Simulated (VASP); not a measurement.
# Co: single point with PBEsol

Co:

```xyz
2
Lattice="0.0000 2.3137 2.3137 2.3137 0.0000 2.3137 2.3137 2.3137 0.0000" Properties=species:S:1:pos:R:3 pbc="T T T"
Co    2.3137    2.3137    2.3137
Co    3.4706    3.4706    3.4706
```

```json
{
  "Program": "VASP 6.6.1",
  "Task": "single point",
  "Functional": "PBEsol",
  "Potentials or basis": "VASP PAW PBE potentials, release 64 (Co)",
  "Cutoff": "520 eV",
  "k mesh": "6 × 6 × 6",
  "Occupations": "gaussian, width 0.1 eV",
  "Spin": "collinear spin, ferromagnetic start",
  "Starting moments": "[3.0, 3.0] μB",
  "Dipole correction": "no",
  "Further INCAR settings": "ALGO = Fast; EDIFF = 1e-06; NBANDS = 20"
}
```

The pressure is 24.8 GPa, the band gap on the k mesh is zero (filled and empty bands overlap) and the net moment is 0.00 μB per cell. The valence electrons inside the program's atomic spheres are Co 8.66.

Levels at points of the mesh, in eV from the Fermi level:
Spin up:
```
           k point  band 7  band 8  band 9  band 10  band 11  band 12
(0.00, 0.00, 0.00)   -1.36   -1.36   -1.36     0.41     0.41    15.07
(0.50, 0.00, 0.00)   -1.92   -0.73   -0.73     0.12     0.12     1.87
(0.50, 0.50, 0.00)   -1.72   -1.72    0.33     0.33     2.19     2.19
```
Spin down:
```tsv
k point	band 6	band 7	band 8	band 9	band 10	band 11	band 12	band 13
(0.00, 0.00, 0.00)	-3.59	-1.36	-1.36	-1.36	0.41	0.41	15.07	15.07
(0.50, 0.00, 0.00)	-3.62	-1.92	-0.73	-0.73	0.12	0.12	1.88	11.20
(0.50, 0.50, 0.00)	-2.29	-1.72	-1.72	0.33	0.33	2.19	2.19	5.33
```

Run time: 11 s on 1 thread of Intel(R) Xeon(R) 6975P-C (Granite Rapids), on a shared host, peak memory 0.15 GiB.

Caveat: the k points lie up to 0.39 Å⁻¹ apart; the starting moments collapsed, and a magnetic state may lie lower; the PAW data sets were made with another functional, which shifts forces and pressure a little.
